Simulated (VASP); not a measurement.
# MgSc (Pm-3m) in VASP: single point with LDA

Aim: the single point of MgSc with LDA.

Program: VASP 6.6.1. These are calculated values, not measurements. Logs are shortened: lines on timing, memory, paths and dates and some standing lists are left out, and cuts for length are marked.

## (1) The cell of the first run

Symmetry: Pm-3m, No. 221, cubic system. The conventional cell has a = 3.596 Å, b = 3.596 Å, c = 3.596 Å, α = 90.00°, β = 90.00°, γ = 90.00°. Mg (site symmetry m-3m) has 8 Sc at 3.11 Å and 6 Mg at 3.60 Å within 4.1 Å. Sc (site symmetry m-3m) has 8 Mg at 3.11 Å and 6 Sc at 3.60 Å within 4.1 Å.

## (2) Single point, LDA

File INCAR:

```
  ALGO = Normal
  EDIFF = 1E-6
  ENCUT = 520
  GGA = CA
  ISIF = 2
  ISMEAR = 0
  LASPH = T
  LCHARG = T
  LELF = T
  LREAL = F
  LVHAR = T
  LWAVE = F
  NBANDS = 14
  NELM = 80
  PREC = Accurate
  SIGMA = 0.05
```

File KPOINTS:

```
k-points
0
Gamma
  8 8 8
```

File POSCAR:

```
MgSc
1.0
    3.5964500000      0.0000000000      0.0000000000
    0.0000000000      3.5964500000      0.0000000000
    0.0000000000      0.0000000000      3.5964500000
Mg Sc
1 1
Direct
    0.0000000000      0.0000000000      0.0000000000
    0.5000000000      0.5000000000      0.5000000000
```

Potentials or basis: VASP PAW LDA potentials, release 64 (Mg, Sc_sv).

The run is started by

```sh
$ cat potpaw_LDA.64/Mg/POTCAR potpaw_LDA.64/Sc_sv/POTCAR > POTCAR
$ mpirun -np 1 vasp_std > vasp.out
```

OUTCAR:

```text
EDIFF = 1E-6
   ENCUT = 520
   GGA = CA
   ISIF = 2
   ISMEAR = 0
   LASPH = T
   LREAL = F
   NELM = 80
   PREC = Accurate

 ion  position               nearest neighbor table
   1  0.000  0.000  0.000-   2 3.11   2 3.11   2 3.11   2 3.11   2 3.11   2 3.11   2 3.11   2 3.11

   2  0.500  0.500  0.500-   1 3.11   1 3.11   1 3.11   1 3.11   1 3.11   1 3.11   1 3.11   1 3.11

  LATTYP: Found a simple cubic cell.
 ALAT       =     3.5964500000

  Lattice vectors:

 A1 = (   3.5964500000,   0.0000000000,   0.0000000000)
 A2 = (   0.0000000000,   3.5964500000,   0.0000000000)
 A3 = (   0.0000000000,   0.0000000000,   3.5964500000)

Analysis of symmetry for initial positions (statically):
=====================================================================
 Subroutine PRICEL returns:
 Original cell was already a primitive cell.

 Routine SETGRP: Setting up the symmetry group for a
 simple cubic supercell.

 Subroutine GETGRP returns: Found 48 space group operations
 (whereof 48 operations were pure point group operations)
 out of a pool of 48 trial point group operations.

The static configuration has the point symmetry O_h .

Analysis of symmetry for dynamics (positions and initial velocities):
=====================================================================
 Subroutine PRICEL returns:
 Original cell was already a primitive cell.

 Routine SETGRP: Setting up the symmetry group for a
 simple cubic supercell.

 Subroutine GETGRP returns: Found 48 space group operations
 (whereof 48 operations were pure point group operations)
 out of a pool of 48 trial point group operations.

The dynamic configuration has the point symmetry O_h .

 Subroutine INISYM returns: Found 48 space group operations
 (whereof 48 operations are pure point group operations),
 and found     1 'primitive' translations

----------------------------------------------------------------------------------------

                                     Primitive cell

  volume of cell :      46.5181

  direct lattice vectors                    reciprocal lattice vectors
     3.596450000  0.000000000  0.000000000     0.278051968  0.000000000  0.000000000
     0.000000000  3.596450000  0.000000000     0.000000000  0.278051968  0.000000000
     0.000000000  0.000000000  3.596450000     0.000000000  0.000000000  0.278051968

  length of vectors
     3.596450000  3.596450000  3.596450000     0.278051968  0.278051968  0.278051968

  position of ions in fractional coordinates (direct lattice)
     0.000000000  0.000000000  0.000000000
     0.500000000  0.500000000  0.500000000

  ion indices of the primitive-cell ions
   primitive index   ion index
                 1           1
                 2           2

----------------------------------------------------------------------------------------

 KPOINTS: k-points

Automatic generation of k-mesh.
 Grid dimensions read from file:
 generate k-points for:    8    8    8

 Generating k-lattice:

  Cartesian coordinates                     Fractional coordinates (reciprocal lattice)
     0.034756496  0.000000000  0.000000000     0.125000000  0.000000000  0.000000000
     0.000000000  0.034756496  0.000000000     0.000000000  0.125000000  0.000000000
     0.000000000  0.000000000  0.034756496     0.000000000  0.000000000  0.125000000

  Length of vectors
     0.034756496  0.034756496  0.034756496

  Shift w.r.t. Gamma in fractional coordinates (k-lattice)
     0.000000000  0.000000000  0.000000000

 Subroutine IBZKPT returns following result:
 ===========================================

 Found     35 irreducible k-points:

 Following reciprocal coordinates:
            Coordinates               Weight
  0.000000  0.000000  0.000000      1.000000
  0.125000  0.000000  0.000000      6.000000
  0.250000  0.000000  0.000000      6.000000
  0.375000  0.000000  0.000000      6.000000
  0.500000  0.000000  0.000000      3.000000
  0.125000  0.125000  0.000000     12.000000
[... 16 lines left out ...]
  0.375000  0.375000  0.125000     24.000000
  0.500000  0.375000  0.125000     24.000000
 [... further k-points ...]
   k-points           NKPTS =     35   k-points in BZ     NKDIM =     35   number of bands    NBANDS=     14
   number of dos      NEDOS =    301   number of ions     NIONS =      2
   total plane-waves  NPLWV =  21952
   dimension x,y,z NGX =    28 NGY =   28 NGZ =   28
   dimension x,y,z NGXF=    56 NGYF=   56 NGZF=   56
   ions per type =               1   1
   NGX,Y,Z   is equivalent  to a cutoff of  12.94, 12.94, 12.94 a.u.
   NGXF,Y,Z  is equivalent  to a cutoff of  25.89, 25.89, 25.89 a.u.
 SYSTEM =  unknown system
   PREC   = accura    normal or accurate (medium, high low for compatibility)
   ISTART =      0    job   : 0-new  1-cont  2-samecut
   ICHARG =      2    charge: 1-file 2-atom 10-const
   ISPIN  =      1    spin polarized calculation?
   LNONCOLLINEAR =      F non collinear calculations
   LSORBIT =      F    spin-orbit coupling
   LASPH  =      T    aspherical Exc in radial PAW
   ENCUT  =  520.0 eV  38.22 Ry    6.18 a.u.   6.69  6.69  6.69*2*pi/ulx,y,z
   NELM   =     80;   NELMIN=  2; NELMDL= -5     # of ELM steps
   EDIFF  = 0.1E-05   stopping-criterion for ELM
   LREAL  =      F    real-space projection
   EDIFFG = 0.1E-04   stopping-criterion for IOM
   NSW    =      0    number of steps for IOM
   IBRION =     -1    ionic relax: 0-MD 1-quasi-New 2-CG
   NFREE  =      0    steps in history (QN), initial steepest desc. (CG)
   ISIF   =      2    stress and relaxation
   ISYM   =      2    0-nonsym 1-usesym 2-fastsym
   POTIM  = 0.5000    time-step for ionic-motion
   TEBEG  =    0.0;   TEEND  =   0.0 temperature during run
   PSTRESS=    0.0 pullay stress
   NELECT =      13.0000    total number of electrons
   NUPDOWN=      -1.0000    fix difference up-down
   EMIN   =  10.00;   EMAX   =-10.00  energy-range for DOS
   EFERMI =   0.00;   METHOD = LEGACY
   ISMEAR =     0;   SIGMA  =   0.05  broadening in eV -4-tet -1-fermi 0-gaus
   EFERMI_NEDOS =   21; number of points for ismear=-14 and -15
   IALGO  =     38    algorithm
   IMIX   =      4    mixing-type and parameters
     AMIX     =   0.40;   BMIX     =  1.00
     AMIX_MAG =   1.60;   BMIX_MAG =  1.00
  volume/ion in A,a.u.               =      23.26       156.96
  Fermi-wavevector in a.u.,A,eV,Ry     =   1.070324  2.022619 15.586745  1.145593
  Thomas-Fermi vector in A             =   2.206031
   LORBIT       =      0    0 simple, 1 ext, 2 COOP (PROOUT), +10 PAW based schemes
   GGA     = CA    functional components
   LHFCALC =     F    Hartree Fock is set to
   AEXX    =    0.0000 exact exchange contribution
   IVDW    =     0    specifies the selected vdW correction
   LEPSILON=     F    determine dielectric tensor
   LRPA    =     F    only Hartree local field effects (RPA)
 non-spin polarized calculation
 Gauss-broadening in eV      SIGMA  =   0.05
  energy-cutoff  :      520.00
  volume of cell :       46.52
 maximum number of plane-waves:      1273
 NGX is ok and might be reduce to    28
   NGX = 13   NGY = 13   NGZ = 13

 number of electron      12.9999996 magnetization

 Free energy of the ion-electron system (eV)
  ---------------------------------------------------
  ext. energy  EPLUGINS =         0.00000000
  ---------------------------------------------------
  free energy    TOTEN  =        -8.64461277 eV

  energy without entropy =       -8.64177679  energy(sigma->0) =       -8.64319478

 E-fermi :   2.8995     XC(G=0):  -9.5404

 val. band max:        2.8767500876   @ k =   0.1250   0.0000   0.0000
 cond. band min:       2.9344156327   @ k =   0.5000   0.3750   0.0000
 fundamental gap:      0.0576655451
 Fermi energy:         2.8995312545

 k-point     1 :       0.0000    0.0000    0.0000
  band No.  band energies     occupation
      1     -46.2564      2.00000
      2     -25.1816      2.00000
      3     -25.1816      2.00000
      4     -25.1816      2.00000
      5      -2.9945      2.00000
      6       2.8016      1.99438
      7       2.8016      1.99438
      8       5.2578      0.00000
      9       5.2578      0.00000
     10       5.2578      0.00000
     11       8.1037      0.00000
     12       8.1037      0.00000
     13       8.1037      0.00000
     14      11.4264      0.00000

 k-point     2 :       0.1250    0.0000    0.0000
  band No.  band energies     occupation
      1     -46.2555      2.00000
      2     -25.1944      2.00000
      3     -25.1806      2.00000
      4     -25.1806      2.00000
      5      -2.7960      2.00000
      6       2.7318      2.00000
      7       2.8768      1.48065
      8       5.0322      0.00000
      9       5.0322      0.00000
     10       5.2767      0.00000
     11       7.2400      0.00000
     12       8.4821      0.00000
     13       8.4821      0.00000
     14      11.2079      0.00000

 k-point     3 :       0.2500    0.0000    0.0000
  band No.  band energies     occupation
      1     -46.2533      2.00000
      2     -25.2250      2.00000
      3     -25.1780      2.00000
      4     -25.1780      2.00000
      5      -2.2152      2.00000
      6       2.2708      2.00000
      7       3.0713      0.00000
      8       4.6111      0.00000
      9       4.6111      0.00000
     10       5.3230      0.00000
     11       6.2756      0.00000
     12       9.3698      0.00000
     13       9.3698      0.00000
     14      10.6588      0.00000

 k-point     4 :       0.3750    0.0000    0.0000
  band No.  band energies     occupation
      1     -46.2511      2.00000
      2     -25.2554      2.00000
      3     -25.1754      2.00000
      4     -25.1754      2.00000
      5      -1.2950      2.00000
      6       1.1932      2.00000
      7       3.2889      0.00000
      8       4.2827      0.00000
      9       4.2827      0.00000
     10       5.3702      0.00000
     11       6.0764      0.00000
     12      10.0863      0.00000
     13      10.4829      0.00000
     14      10.4829      0.00000

 k-point     5 :       0.5000    0.0000    0.0000
  band No.  band energies     occupation
      1     -46.2502      2.00000
      2     -25.2680      2.00000
      3     -25.1743      2.00000
      4     -25.1743      2.00000
      5      -0.1244      2.00000
      6      -0.0949      2.00000
      7       3.3876      0.00000
      8       4.1632      0.00000
      9       4.1632      0.00000
     10       5.3900      0.00000
     11       6.1329      0.00000
[... 276 lines left out ...]
 k-point    22 :       0.5000    0.2500    0.1250
  band No.  band energies     occupation
      1     -46.2463      2.00000
      2     -25.2611      2.00000
      3     -25.2147      2.00000
      4     -25.1828      2.00000
      5       0.3379      2.00000
      6       0.8892      2.00000
      7       3.2653      0.00000
      8       3.6503      0.00000
      9       4.4826      0.00000
     10       4.6608      0.00000
     11       6.1372      0.00000
     12       8.8268      0.00000
     13       9.0368      0.00000
     14      10.4588      0.00000

 k-point    23 :       0.3750    0.3750    0.1250
  band No.  band energies     occupation
      1     -46.2451      2.00000
      2     -25.2458      2.00000
      3     -25.2449      2.00000
      4     -25.1812      2.00000
      5       0.1939      2.00000
      6       2.0693      2.00000
      7       2.6130      2.00000
      8       3.6584      0.00000
      9       4.4625      0.00000
     10       4.5969      0.00000
     11       6.2472      0.00000
     12       7.4877      0.00000
     13       8.8740      0.00000
     14      10.4802      0.00000

 k-point    24 :       0.5000    0.3750    0.1250
  band No.  band energies     occupation
      1     -46.2442      2.00000
      2     -25.2574      2.00000
      3     -25.2438      2.00000
      4     -25.1801      2.00000
      5       0.6912      2.00000
      6       1.7287      2.00000
      7       2.7797      1.99930
      8       3.4050      0.00000
      9       4.5814      0.00000
     10       4.6198      0.00000
     11       6.0588      0.00000
     12       7.5608      0.00000
     13       8.2711      0.00000
     14      10.8866      0.00000

 [... further k-points ...]
[... 5 lines left out ...]
  --------------------------------------------------------------------------------------
  -------------------------------------------------------------------------------------
  Total       -1.0578929     -1.0578929     -1.0578929     -0.0000000     -0.0000000     -0.0000000
  in kB      -36.4359584    -36.4359584    -36.4359584     -0.0000000     -0.0000000     -0.0000000
  external PRESSURE =     -36.4359584 kB  Pullay stress =       0.0000000 kB

 VOLUME and BASIS-vectors are now :
 -----------------------------------------------------------------------------
  energy-cutoff  :      520.00
  volume of cell :       46.52
      direct lattice vectors                 reciprocal lattice vectors
     3.596450000  0.000000000  0.000000000     0.278051968  0.000000000  0.000000000
     0.000000000  3.596450000  0.000000000     0.000000000  0.278051968  0.000000000
     0.000000000  0.000000000  3.596450000     0.000000000  0.000000000  0.278051968

 POSITION                                       TOTAL-FORCE (eV/Angst)
 -----------------------------------------------------------------------------------
      0.00000      0.00000      0.00000         0.000000      0.000000      0.000000
      1.79822      1.79822      1.79822         0.000000      0.000000      0.000000
 -----------------------------------------------------------------------------------
    total drift:                                0.000000      0.000000      0.000000

  FREE ENERGIE OF THE ION-ELECTRON SYSTEM (eV)
  ---------------------------------------------------
  free  energy   TOTEN  =        -8.6446127655 eV

  energy  without entropy=       -8.6417767925  energy(sigma->0) =       -8.64319478
```

Wall time 17 s (1 thread of Intel Xeon Platinum 8375C at 2.90GHz (Ice Lake), shared host); peak memory 0.15 GiB.

What came out:

```yaml
Free_energy: -8.6446 eV
Pressure: -3.6 GPa
```
